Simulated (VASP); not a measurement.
# HfN in VASP: a series of runs

Aim: see how the results for HfN move with the level of theory and the settings. Levels: PBEsol, PBE. Tasks: single point.

All numbers are computed with VASP 6.6.1; they aren't measurements. Logs are shortened: lines on timing, memory, paths and dates and some standing lists are left out, and cuts for length are marked.

## 1. The cell of the first run

The typed cell holds 2 atoms: a = 3.472 Å, b = 3.472 Å, c = 3.472 Å, α = 60.00°, β = 60.00°, γ = 60.00°.

## 2. Single point, PBEsol (atoms moved at random)

Input file INCAR:

```
SYSTEM = HfN
PREC = Accurate
ENCUT = 520
EDIFF = 1E-6
ISMEAR = -1
SIGMA = 0.05
LREAL = .FALSE.
LASPH = .TRUE.
NELM = 60
ALGO = Normal
ISIF = 2
LWAVE = .FALSE.
LCHARG = .FALSE.
GGA = PS
NBANDS = 14
```

Input file KPOINTS:

```
Automatic mesh
0
G
  9 9 9
  0 0 0
```

Input file POSCAR:

```
HfN
1.0
    0.0000000000      2.4548220000      2.4548220000
    2.4548220000      0.0000000000      2.4548220000
    2.4548220000      2.4548220000      0.0000000000
Hf N
1 1
Direct
   -0.0015310000     -0.0029430000     -0.0034000000
    0.2637830000      0.2428060000      0.2393630000
```

Potentials or basis: VASP PAW PBE potentials, release 64 (Hf_pv, N).

Command:

```console
> cat potpaw_PBE.64/Hf_pv/POTCAR potpaw_PBE.64/N/POTCAR > POTCAR
> mpirun -np 1 vasp_std > vasp.out
```

OUTCAR:

```text
SYSTEM = HfN
   PREC = Accurate
   ENCUT = 520
   EDIFF = 1E-6
   ISMEAR = -1
   LREAL = .FALSE.
   LASPH = .TRUE.
   NELM = 60
   ISIF = 2
   GGA = PS

 ion  position               nearest neighbor table
   1  0.998  0.997  0.997-   2 2.08   2 2.14   2 2.14   2 2.15
   2  0.264  0.243  0.239-   1 2.08   1 2.14   1 2.14   1 2.15

  LATTYP: Found a face centered cubic cell.
 ALAT       =     4.9096440000

  Lattice vectors:

 A1 = (   0.0000000000,   2.4548220000,   2.4548220000)
 A2 = (   2.4548220000,   0.0000000000,   2.4548220000)
 A3 = (   2.4548220000,   2.4548220000,   0.0000000000)

Analysis of symmetry for initial positions (statically):
=====================================================================
 Subroutine PRICEL returns:
 Original cell was already a primitive cell.

 Routine SETGRP: Setting up the symmetry group for a
 face centered cubic supercell.

 Subroutine GETGRP returns: Found  1 space group operations
 (whereof  1 operations were pure point group operations)
 out of a pool of 48 trial point group operations.

The static configuration has the point symmetry C_1 .

Analysis of symmetry for dynamics (positions and initial velocities):
=====================================================================
 Subroutine PRICEL returns:
 Original cell was already a primitive cell.

 Routine SETGRP: Setting up the symmetry group for a
 face centered cubic supercell.

 Subroutine GETGRP returns: Found  1 space group operations
 (whereof  1 operations were pure point group operations)
 out of a pool of 48 trial point group operations.

The dynamic configuration has the point symmetry C_1 .

 Subroutine INISYM returns: Found  1 space group operations
 (whereof  1 operations are pure point group operations),
 and found     1 'primitive' translations

----------------------------------------------------------------------------------------

                                     Primitive cell

  volume of cell :      29.5863

  direct lattice vectors                    reciprocal lattice vectors
     0.000000000  2.454822000  2.454822000    -0.203680756  0.203680756  0.203680756
     2.454822000  0.000000000  2.454822000     0.203680756 -0.203680756  0.203680756
     2.454822000  2.454822000  0.000000000     0.203680756  0.203680756 -0.203680756

  length of vectors
     3.471642566  3.471642566  3.471642566     0.352785417  0.352785417  0.352785417

  position of ions in fractional coordinates (direct lattice)
     0.998469000  0.997057000  0.996600000
     0.263783000  0.242806000  0.239363000

  ion indices of the primitive-cell ions
   primitive index   ion index
                 1           1
                 2           2

----------------------------------------------------------------------------------------

 KPOINTS: Automatic mesh

Automatic generation of k-mesh.
 Grid dimensions read from file:
 generate k-points for:    9    9    9

 Generating k-lattice:

  Cartesian coordinates                     Fractional coordinates (reciprocal lattice)
    -0.022631195  0.022631195  0.022631195     0.111111111  0.000000000  0.000000000
     0.022631195 -0.022631195  0.022631195     0.000000000  0.111111111  0.000000000
     0.022631195  0.022631195 -0.022631195     0.000000000  0.000000000  0.111111111

  Length of vectors
     0.039198380  0.039198380  0.039198380

  Shift w.r.t. Gamma in fractional coordinates (k-lattice)
     0.000000000  0.000000000  0.000000000

 Subroutine IBZKPT returns following result:
 ===========================================

 Found    365 irreducible k-points:

 Following reciprocal coordinates:
            Coordinates               Weight
  0.000000  0.000000  0.000000      1.000000
  0.111111  0.000000  0.000000      2.000000
  0.000000  0.111111  0.000000      2.000000
  0.000000  0.000000  0.111111      2.000000
  0.111111  0.111111  0.111111      2.000000
  0.222222  0.000000  0.000000      2.000000
[... 16 lines left out ...]
  0.111111  0.000000  0.222222      2.000000
  0.111111  0.111111 -0.111111      2.000000
 [... further k-points ...]
   k-points           NKPTS =    365   k-points in BZ     NKDIM =    365   number of bands    NBANDS=     14
   number of dos      NEDOS =    301   number of ions     NIONS =      2
   total plane-waves  NPLWV =  21952
   dimension x,y,z NGX =    28 NGY =   28 NGZ =   28
   dimension x,y,z NGXF=    56 NGYF=   56 NGZF=   56
   ions per type =               1   1
   NGX,Y,Z   is equivalent  to a cutoff of  13.41, 13.41, 13.41 a.u.
   NGXF,Y,Z  is equivalent  to a cutoff of  26.82, 26.82, 26.82 a.u.
 SYSTEM =  HfN
   PREC   = accura    normal or accurate (medium, high low for compatibility)
   ISTART =      0    job   : 0-new  1-cont  2-samecut
   ICHARG =      2    charge: 1-file 2-atom 10-const
   ISPIN  =      1    spin polarized calculation?
   LNONCOLLINEAR =      F non collinear calculations
   LSORBIT =      F    spin-orbit coupling
   LASPH  =      T    aspherical Exc in radial PAW
   ENCUT  =  520.0 eV  38.22 Ry    6.18 a.u.   6.45  6.45  6.45*2*pi/ulx,y,z
   NELM   =     60;   NELMIN=  2; NELMDL= -5     # of ELM steps
   EDIFF  = 0.1E-05   stopping-criterion for ELM
   LREAL  =      F    real-space projection
   EDIFFG = 0.1E-04   stopping-criterion for IOM
   NSW    =      0    number of steps for IOM
   IBRION =     -1    ionic relax: 0-MD 1-quasi-New 2-CG
   NFREE  =      0    steps in history (QN), initial steepest desc. (CG)
   ISIF   =      2    stress and relaxation
   ISYM   =      2    0-nonsym 1-usesym 2-fastsym
   POTIM  = 0.5000    time-step for ionic-motion
   TEBEG  =    0.0;   TEEND  =   0.0 temperature during run
   PSTRESS=    0.0 pullay stress
   NELECT =      15.0000    total number of electrons
   NUPDOWN=      -1.0000    fix difference up-down
   EMIN   =  10.00;   EMAX   =-10.00  energy-range for DOS
   EFERMI =   0.00;   METHOD = LEGACY
   ISMEAR =    -1;   SIGMA  =   0.05  broadening in eV -4-tet -1-fermi 0-gaus
   EFERMI_NEDOS =   21; number of points for ismear=-14 and -15
   IALGO  =     38    algorithm
   IMIX   =      4    mixing-type and parameters
     AMIX     =   0.40;   BMIX     =  1.00
     AMIX_MAG =   1.60;   BMIX_MAG =  1.00
  volume/ion in A,a.u.               =      14.79        99.83
  Fermi-wavevector in a.u.,A,eV,Ry     =   1.305395  2.466839 23.185087  1.704056
  Thomas-Fermi vector in A             =   2.436267
   LORBIT       =      0    0 simple, 1 ext, 2 COOP (PROOUT), +10 PAW based schemes
   GGA     = PS    functional components
   LHFCALC =     F    Hartree Fock is set to
   AEXX    =    0.0000 exact exchange contribution
   IVDW    =     0    specifies the selected vdW correction
   LEPSILON=     F    determine dielectric tensor
   LRPA    =     F    only Hartree local field effects (RPA)
 non-spin polarized calculation
  energy-cutoff  :      520.00
  volume of cell :       29.59
 maximum number of plane-waves:       821
 NGX is ok and might be reduce to    28
   NGX = 13   NGY = 13   NGZ = 13

 number of electron      15.0000000 magnetization

 Free energy of the ion-electron system (eV)
  ---------------------------------------------------
  ext. energy  EPLUGINS =         0.00000000
  ---------------------------------------------------
  free energy    TOTEN  =       -22.24365761 eV

  energy without entropy =      -22.23809265  energy(sigma->0) =      -22.24087513

 E-fermi :   5.5924     XC(G=0): -11.3970

 val. band max:        5.5541705204   @ k =   0.2222   0.0000   0.4444
 cond. band min:       5.6455833043   @ k =  -0.2222   0.4444  -0.3333
 fundamental gap:      0.0914127839
 Fermi energy:         5.5923754957

 k-point     1 :       0.0000    0.0000    0.0000
  band No.  band energies     occupation
      1     -25.4628      2.00000
      2     -25.4529      2.00000
      3     -25.4521      2.00000
      4     -10.5000      2.00000
      5       0.0792      2.00000
      6       0.1751      2.00000
      7       0.1930      2.00000
      8       4.8656      2.00000
      9       7.8006      0.00000
     10       7.8013      0.00000
     11      12.0079      0.00000
     12      12.0789      0.00000
     13      12.4990      0.00000
     14      17.9105      0.00000

 k-point     2 :       0.1111    0.0000    0.0000
  band No.  band energies     occupation
      1     -25.5228      2.00000
      2     -25.4606      2.00000
      3     -25.4596      2.00000
      4     -10.3464      2.00000
      5      -0.1700      2.00000
      6       0.2740      2.00000
      7       0.2885      2.00000
      8       5.4916      1.76502
      9       7.5877      0.00000
     10       7.5890      0.00000
     11      12.1553      0.00000
     12      12.2971      0.00000
     13      12.3537      0.00000
     14      16.9068      0.00000

 k-point     3 :       0.0000    0.1111    0.0000
  band No.  band energies     occupation
      1     -25.5120      2.00000
      2     -25.4688      2.00000
      3     -25.4595      2.00000
      4     -10.3570      2.00000
      5      -0.0954      2.00000
      6       0.1900      2.00000
      7       0.2640      2.00000
      8       5.5129      1.66089
      9       7.6146      0.00000
     10       7.6206      0.00000
     11      11.7787      0.00000
     12      12.3265      0.00000
     13      12.6899      0.00000
     14      17.1390      0.00000
[... 324 lines left out ...]
 k-point    23 :       0.1111    0.0000    0.2222
  band No.  band energies     occupation
      1     -25.6146      2.00000
      2     -25.4990      2.00000
      3     -25.4931      2.00000
      4     -10.0347      2.00000
      5      -0.5608      2.00000
      6       0.4404      2.00000
      7       0.5210      2.00000
      8       6.4201      0.00000
      9       7.0317      0.00000
     10       8.0741      0.00000
     11      11.5564      0.00000
     12      12.2731      0.00000
     13      12.9042      0.00000
     14      15.7512      0.00000

 k-point    24 :       0.1111    0.1111   -0.1111
  band No.  band energies     occupation
      1     -25.6200      2.00000
      2     -25.5007      2.00000
      3     -25.4879      2.00000
      4     -10.0277      2.00000
      5      -0.5662      2.00000
      6       0.4887      2.00000
      7       0.5063      2.00000
      8       6.4326      0.00000
      9       6.9853      0.00000
     10       8.0372      0.00000
     11      11.5358      0.00000
     12      12.4341      0.00000
     13      12.7616      0.00000
     14      15.7586      0.00000

 [... further k-points ...]
[... 5 lines left out ...]
  --------------------------------------------------------------------------------------
  -------------------------------------------------------------------------------------
  Total       -1.0508611     -1.0490972     -1.0504944     -0.2828769      0.2924517     -0.2184937
  in kB      -56.9070232    -56.8115024    -56.8871692    -15.3185649     15.8370658    -11.8320341
  external PRESSURE =     -56.8685649 kB  Pullay stress =       0.0000000 kB

 VOLUME and BASIS-vectors are now :
 -----------------------------------------------------------------------------
  energy-cutoff  :      520.00
  volume of cell :       29.59
      direct lattice vectors                 reciprocal lattice vectors
     0.000000000  2.454822000  2.454822000    -0.203680756  0.203680756  0.203680756
     2.454822000  0.000000000  2.454822000     0.203680756 -0.203680756  0.203680756
     2.454822000  2.454822000  0.000000000     0.203680756  0.203680756 -0.203680756

 POSITION                                       TOTAL-FORCE (eV/Angst)
 -----------------------------------------------------------------------------------
      4.89407      4.89754      4.89866        -0.350295      0.263135      0.338795
      1.18364      1.23513      1.24359         0.350295     -0.263135     -0.338795
 -----------------------------------------------------------------------------------
    total drift:                                0.000004     -0.000030     -0.000019

  FREE ENERGIE OF THE ION-ELECTRON SYSTEM (eV)
  ---------------------------------------------------
  free  energy   TOTEN  =       -22.2436576104 eV

  energy  without entropy=      -22.2380926543  energy(sigma->0) =      -22.24087513
```

It took 2.1 min on 1 thread of Intel Xeon Platinum 8259CL at 2.50GHz (Skylake/Cascade Lake), shared host; peak memory 0.28 GiB.

What came out:

```yaml
Free_energy: -22.2437 eV
Pressure: -5.7 GPa
Largest_force: 0.554 eV/Å
```

Forces in eV/Å, atoms in the order of the input:
```
Hf  -0.350  0.263  0.339
N    0.350 -0.263 -0.339
```

Stress tensor (GPa, compression positive):
```
-5.69 -1.53 -1.18
-1.53 -5.68  1.58
-1.18  1.58 -5.69
```

Levels at points of the mesh, in eV from the Fermi level:
| k point | band 6 | band 7 | band 8 | band 9 | band 10 | band 11 |
| --- | --- | --- | --- | --- | --- | --- |
| (0.00, 0.00, 0.00) | -5.42 | -5.40 | -0.73 | 2.21 | 2.21 | 6.42 |

Caveat: the cell differs from its parent crystal (atoms moved at random); the PAW data sets were made with another functional, which shifts forces and pressure a little; spin-orbit coupling is left out, which moves the levels of the heavy elements.

## 3. Single point, PBE

Input file INCAR:

```
PREC     = Accurate       # precision mode
ENCUT    = 520            # plane-wave cutoff, eV
EDIFF    = 1E-7           # SCF threshold, eV
ISMEAR   = 0              # smearing method
SIGMA    = 0.02           # smearing width, eV
LREAL    = F              # projectors in reciprocal space
LASPH    = T              # aspherical terms in the spheres
NELM     = 80             # most SCF steps
ALGO     = Normal         # electronic algorithm
ISIF     = 2              # what is computed and relaxed
LWAVE    = F              # write WAVECAR
LCHARG   = F              # write CHGCAR
GGA      = PE             # functional
NBANDS   = 14             # bands
```

Input file KPOINTS:

```
Automatic mesh
0
Gamma
  9 9 9
```

Input file POSCAR:

```
HfN
1.0
    0.0000000000      2.4548220000      2.4548220000
    2.4548220000      0.0000000000      2.4548220000
    2.4548220000      2.4548220000      0.0000000000
Hf N
1 1
Direct
    0.0000000000      0.0000000000      0.0000000000
    0.2500000000      0.2500000000      0.2500000000
```

Potentials or basis: VASP PAW PBE potentials, release 64 (Hf_pv, N).

Command:

```console
> cat potpaw_PBE.64/Hf_pv/POTCAR potpaw_PBE.64/N/POTCAR > POTCAR
> mpirun -np 1 vasp_std > vasp.out
```

Run time: 24 s. Hardware: 1 thread of Intel Xeon Platinum 8259CL at 2.50GHz (Skylake/Cascade Lake), shared host; peak memory 0.16 GiB.

It converged, with:

```yaml
Free_energy: -21.2194 eV
Pressure: -0.3 GPa
```

Levels at points of the mesh, in eV from the Fermi level:
| k point | band 5 | band 6 | band 7 | band 8 | band 9 | band 10 |
| --- | --- | --- | --- | --- | --- | --- |
| (0.00, 0.00, 0.00) | -5.43 | -5.43 | -5.43 | -0.70 | 2.27 | 2.27 |

Caveat: spin-orbit coupling is left out, which moves the levels of the heavy elements.
